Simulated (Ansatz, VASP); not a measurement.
Ru: VASP beside Ansatz

```
Ru
1.0
     2.68445    0.00000    0.00000
    -1.34222    2.32480    0.00000
     0.00000    0.00000    4.34880
Ru
2
Direct
  0.33333 0.66667 0.25000
  0.66667 0.33333 0.75000
```

Alike in both runs: task relaxation of cell and atoms; functional LDA; k mesh 19 × 19 × 10; occupations fermi-dirac, width 0.08 eV; no spin polarisation.

|  | VASP | Ansatz |
| --- | --- | --- |
| version | VASP 6.6.1 | Ansatz 0.2.0 |
| potentials or method | VASP PAW LDA potentials, release 64 (Ru_pv) | PAW with Ansatz's default frozen-core files, scalar-relativistic |
| plane-wave cutoff (eV) | 600 | 420 |
| valence electrons in the cell | 28 | 32 |

|  | VASP | Ansatz | Ansatz less VASP |
| --- | --- | --- | --- |
| relaxed volume (Å³/atom) | 13.12 | 13.09 | -0.035 |
| relaxed cell length with the largest relative difference (Å) | 4.228 | 4.224 | -0.0041 |

LDA's correlation is that of Perdew and Zunger in VASP and of Perdew and Wang (1992) in Ansatz. VASP's potentials hold 28 valence electrons a cell and Ansatz's 32, so a difference there can come from the potentials and not from the codes.
